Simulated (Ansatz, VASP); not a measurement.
**Two plane-wave programs on RbAgBr2**

File INCAR:

```
PREC     = Accurate       # precision mode
ENCUT    = 520            # plane-wave cutoff, eV
EDIFF    = 1E-7           # SCF threshold, eV
ISMEAR   = 0              # smearing method
SIGMA    = 0.01           # smearing width, eV
LREAL    = False          # projectors in reciprocal space
LASPH    = True           # aspherical terms in the spheres
NELM     = 100            # most SCF steps
ALGO     = Normal         # electronic algorithm
ISIF     = 2              # what is computed and relaxed
LWAVE    = False          # write WAVECAR
LCHARG   = False          # write CHGCAR
GGA      = PE             # functional
NBANDS   = 25             # bands
```

KPOINTS

```
regular mesh
0
Gamma
  6 6 4
```

The input POSCAR:

```
RbAgBr2
1.0
    4.4848737731      0.0000000000      0.0000000000
    0.0000000000      4.4848737731      0.0000000000
    0.0000000000      0.0000000000      6.3016919177
Rb Br Ag
1 2 1
Direct
    0.0000000000      0.0000000000      0.0000000000
    0.0000000000      0.0000000000      0.5000000000
    0.5000000000      0.5000000000      0.0000000000
    0.5000000000      0.5000000000      0.5000000000
```

Input for Ansatz:

```yaml
crystal:
  lattice:
    - [4.4848737731, 0.0, 0.0]
    - [0.0, 4.4848737731, 0.0]
    - [0.0, 0.0, 6.3016919177]
  atoms:
    - { symbol: Rb, position: [0.0, 0.0, 0.0] }
    - { symbol: Br, position: [0.0, 0.0, 0.5] }
    - { symbol: Ag, position: [0.5, 0.5, 0.5] }
    - { symbol: Br, position: [0.5, 0.5, 0.0] }
kpoints:
  mp_grid: { grid: [6, 6, 4] }
hamiltonian:
  xc: pbe
scf:
  occupations: { method: fixed }
  n_extra_bands: 5
output:
  forces: true
  stress: true
  eigenvalues: true
```

Alike in both runs: task single point; functional PBE; k mesh 6 × 6 × 4; no spin polarisation.

|  | VASP | Ansatz |
| --- | --- | --- |
| version | VASP 6.6.1 | Ansatz 0.2.0 |
| potentials or method | VASP PAW PBE potentials, release 64 (Rb_sv, Br, Ag) | plane waves, PAW |
| plane-wave cutoff (eV) | 520 | 420 |
| occupations | gaussian, width 0.01 eV | fixed |
| valence electrons in the cell | 34 | 42 |

|  | VASP | Ansatz | Ansatz less VASP |
| --- | --- | --- | --- |
| gap on the k mesh at the Fermi level (eV) | 1.16 | 1.16 | +0.002 |
| pressure (GPa) | 1.4 | 1.4 | -0.03 |

VASP's potentials hold 34 valence electrons a cell and Ansatz's 42, so a difference there can come from the potentials and not from the codes.
